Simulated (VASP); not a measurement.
Input of a VASP 6.6.1 run:

INCAR

```
  PREC = Accurate
  ENCUT = 600
  EDIFF = 1E-6
  ISMEAR = -1
  SIGMA = 0.1
  LREAL = False
  LASPH = True
  NELM = 120
  ALGO = Normal
  ISIF = 2
  LWAVE = False
  LCHARG = False
  GGA = PE
  NBANDS = 48
  ISYM = 0
  GGA_COMPAT = False
```

KPOINTS

```
Automatic mesh
0
Gamma
  4 4 4
```

File POSCAR:

```
MnNi2Cl6
1.0
    0.0000000000      4.4947490000      4.4947490000
    4.4947490000      0.0000000000      4.4947490000
    4.4947490000      4.4947490000      0.0000000000
Cl Ni Mn
6 2 1
Direct
    0.7640000000      0.2360000000      0.2360000000
    0.2360000000      0.7640000000      0.2360000000
    0.2360000000      0.7640000000      0.7640000000
    0.7640000000      0.2360000000      0.7640000000
    0.2360000000      0.2360000000      0.7640000000
    0.7640000000      0.7640000000      0.2360000000
    0.2500000000      0.2500000000      0.2500000000
    0.7500000000      0.7500000000      0.7500000000
    0.0000000000      0.0000000000      0.0000000000
```

Potentials or basis: VASP PAW PBE potentials, release 64 (Cl, Ni, Mn_pv).

The run is started by

```console
$ cat potpaw_PBE.64/Cl/POTCAR potpaw_PBE.64/Ni/POTCAR potpaw_PBE.64/Mn_pv/POTCAR > POTCAR
$ mpirun -np 1 vasp_std > vasp.out
```

**Question.** Estimate the pressure.

**Answer.** 5.6 GPa.

**Question.** Estimate the largest force.

**Answer.** 1.875 eV/Å.

**Question.** Predict the band gap on the k mesh.

**Answer.** Zero (an odd number of electrons rules out a gap without spin polarisation).

Forces on the atoms (eV/Å):
```
Cl   1.875  0.000  0.000
Cl   0.000  1.875  0.000
Cl  -1.875  0.000  0.000
Cl   0.000 -1.875  0.000
Cl   0.000  0.000  1.875
Cl   0.000  0.000 -1.875
Ni   0.000  0.000  0.000
Ni   0.000  0.000  0.000
Mn   0.000  0.000  0.000
```

Caveat: the cell stands under pressure; an odd number of electrons without spin polarisation forces a metal; a magnetic or distorted state may lie lower; the run has no spin polarisation, though such a crystal can be magnetic; semilocal functionals often make such compounds metallic where correlation or magnetic order opens a gap, which also shifts bond lengths. With open d or f shells a metallic result of PBE can be an artefact of self-interaction; +U or a hybrid may open a gap.
